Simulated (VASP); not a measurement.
Write the native input for VASP 6.6.1 that does the following.

```
Task                   : single point
Functional             : PBEsol
Potentials or basis    : VASP PAW PBE potentials, release 64 (Br)
Cutoff                 : 520 eV
k mesh                 : 14 × 14 × 8
Occupations            : fermi-dirac, width 0.1 eV
Spin                   : no spin polarisation
Dipole correction      : no
Further INCAR settings : ALGO = Normal; EDIFF = 1e-06; NBANDS = 14
```

The structure of Br lies in POSCAR:

```
Br
1.0
    3.0810010344      0.0000000000      0.0000000000
   -1.5405005172      2.6682251649      0.0000000000
    0.0000000000      0.0000000000      4.2909427007
Br
2
Direct
    0.3333333333      0.6666666667      0.2500000000
    0.6666666667      0.3333333333      0.7500000000
```

One way to write it, as run:

INCAR

```
SYSTEM = Br
PREC = Accurate
ENCUT = 520
EDIFF = 1E-6
ISMEAR = -1
SIGMA = 0.1
LREAL = .False.
LASPH = .True.
NELM = 80
ALGO = Normal
ISIF = 2
LWAVE = .False.
LCHARG = .False.
GGA = PS
NBANDS = 14
```

KPOINTS

```
regular mesh
0
Gamma
  14 14 8
  0 0 0
```

Potentials or basis: VASP PAW PBE potentials, release 64 (Br).

Launch:

```console
$ cat potpaw_PBE.64/Br/POTCAR > POTCAR
$ mpirun -np 1 vasp_std > vasp.out
```

Results of the run:

| Item | Value |
| --- | --- |
| Pressure | 29.7 GPa |
| Band gap on the k mesh | zero (band 7 reaches 7.98 eV, above the bottom of band 8 at 4.82 eV) |

Caveat: the PAW data sets were made with another functional, which shifts forces and pressure a little.

Run time: 17 s on 1 thread of Intel(R) Xeon(R) 6975P-C (Granite Rapids) (shared host), peak memory 0.17 GiB.
